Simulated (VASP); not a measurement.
Hg: single point with r2SCAN

Crystal: Hg.

```
CELL_PARAMETERS angstrom
-2.06969 2.06969 1.80226
2.06969 -2.06969 1.80226
2.06969 2.06969 -1.80226
ATOMIC_POSITIONS crystal
Hg 0.00000 0.00000 0.00000
```

* Program: VASP 6.6.1
* Task: single point
* Functional: r2SCAN
* Potentials or basis: VASP PAW PBE potentials, release 64 (Hg)
* Cutoff: 520 eV
* k mesh: 20 × 20 × 20
* Occupations: gaussian, width 0.15 eV
* Spin: no spin polarisation
* Dipole correction: no
* Further INCAR settings: ALGO = Normal; EDIFF = 1e-06; NBANDS = 12

```json
{
 "Pressure": "-1.4 GPa",
 "Band gap on the k mesh": "zero (bands 6 and 7 overlap by 1.55 eV)"
}
```

Stress tensor (GPa, compression positive):
```
-1.52  0.00  0.00
 0.00 -1.52  0.00
 0.00  0.00 -1.17
```

Levels at points of the mesh, in eV from the Fermi level:
```tsv
k point	band 4	band 5	band 6	band 7	band 8	band 9
(0.00, 0.00, 0.00)	-6.69	-6.46	-6.18	12.11	12.11	14.42
(0.50, 0.00, 0.00)	-6.09	-5.90	-1.62	-0.11	7.79	8.81
(0.50, 0.50, 0.00)	-6.33	-5.93	-2.45	-0.57	9.83	11.24
(0.50, 0.50, 0.50)	-6.01	-5.93	0.98	3.06	3.06	5.87
```

Run time: 14 min on 1 thread of Intel(R) Xeon(R) Platinum 8375C CPU @ 2.90GHz (Ice Lake), with other jobs on the host, peak memory 0.35 GiB.

Caveat: the PAW data sets were made with another functional, which shifts forces and pressure a little; spin-orbit coupling is left out, which moves the levels of the heavy elements.
